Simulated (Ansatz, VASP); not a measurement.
**FePt4 in VASP and in Ansatz**

INCAR

```
ALGO = Fast
EDIFF = 1E-6
ENCUT = 520
GGA = PE
ISIF = 2
ISMEAR = 0
ISPIN = 2
LASPH = True
LCHARG = True
LELF = True
LMAXMIX = 4
LORBIT = 11
LREAL = False
LVHAR = True
LWAVE = False
MAGMOM = 4 -4 0 0 0 0 0 0 0 0
NBANDS = 63
NELM = 150
PREC = Accurate
SIGMA = 0.1
```

The input KPOINTS:

```
k-points
0
Gamma
  6 6 1
```

File POSCAR:

```
FePt4
1.0
    2.7883765600      0.0000000000      0.0000000000
   -1.3941882800      2.4148049300      0.0000000000
    0.0000000000      0.0000000000     22.4954814100
Fe Pt
2 8
Direct
    0.3333333300      0.6666666700      0.2500000000
    0.6666666700      0.3333333300      0.7500000000
    0.3333333300      0.6666666700      0.0500000000
    0.3333333300      0.6666666700      0.4500000000
    0.3333333300      0.6666666700      0.6500000000
    0.3333333300      0.6666666700      0.8500000000
    0.6666666700      0.3333333300      0.1500000000
    0.6666666700      0.3333333300      0.3500000000
    0.6666666700      0.3333333300      0.5500000000
    0.6666666700      0.3333333300      0.9500000000
```

Input for Ansatz:

```yaml
crystal:
  lattice:
    - [2.78837656, 0.0, 0.0]
    - [-1.39418828, 2.41480493, 0.0]
    - [0.0, 0.0, 22.49548141]
  atoms:
    - { symbol: Fe, position: [0.33333333, 0.66666667, 0.25], spin: 4.0 }
    - { symbol: Fe, position: [0.66666667, 0.33333333, 0.75], spin: -4.0 }
    - { symbol: Pt, position: [0.33333333, 0.66666667, 0.05] }
    - { symbol: Pt, position: [0.33333333, 0.66666667, 0.45] }
    - { symbol: Pt, position: [0.33333333, 0.66666667, 0.65] }
    - { symbol: Pt, position: [0.33333333, 0.66666667, 0.85] }
    - { symbol: Pt, position: [0.66666667, 0.33333333, 0.15] }
    - { symbol: Pt, position: [0.66666667, 0.33333333, 0.35] }
    - { symbol: Pt, position: [0.66666667, 0.33333333, 0.55] }
    - { symbol: Pt, position: [0.66666667, 0.33333333, 0.95] }
basis:
  ecutwfc: 420
kpoints:
  mp_grid: { grid: [6, 6, 1] }
hamiltonian:
  xc: pbe
scf:
  occupations: { method: gaussian, width: 0.1 }
  lower_state_search: "off"
output:
  forces: true
  stress: true
  eigenvalues: true
  populations: true
magnetization:
  spin_polarized: true
```

Alike in both runs: task single point; functional PBE; k mesh 6 × 6 × 1; occupations gaussian, width 0.1 eV; collinear spin.

|  | VASP | Ansatz |
| --- | --- | --- |
| version | VASP 6.6.1 | Ansatz 0.2.0 |
| potentials or method | VASP PAW PBE potentials, release 64 (Fe, Pt), cutoff 520 eV | scalar-relativistic, plane waves, PAW |
| valence electrons in the cell | 96 | 176 |

```tsv
	VASP	Ansatz	Ansatz less VASP
gap on the k mesh at the Fermi level (eV)	none	none	-
pressure (GPa)	0.5	0.9	+0.43
traceless stress, the component that is largest in VASP (GPa)	7.41	7.46	+0.051
rms of the force components (eV/Å)	0.678	0.685	+0.0071
net moment per atom (μB)	0.00	0.00	0.000
size of the moment on the site where the two differ most (μB)	3.04	3.08	+0.041
```

Site moments also hang on the region over which each program counts them. Atom by atom the forces differ by 0.007 eV/Å (rms over components). A gap of «none» marks a metal or a gap that the smearing closes. VASP's potentials hold 96 valence electrons a cell and Ansatz's 176, so a difference there can come from the potentials and not from the codes.

The k mesh is coarse, so the values compare programs but aren't converged. Neither program's run includes spin-orbit coupling.
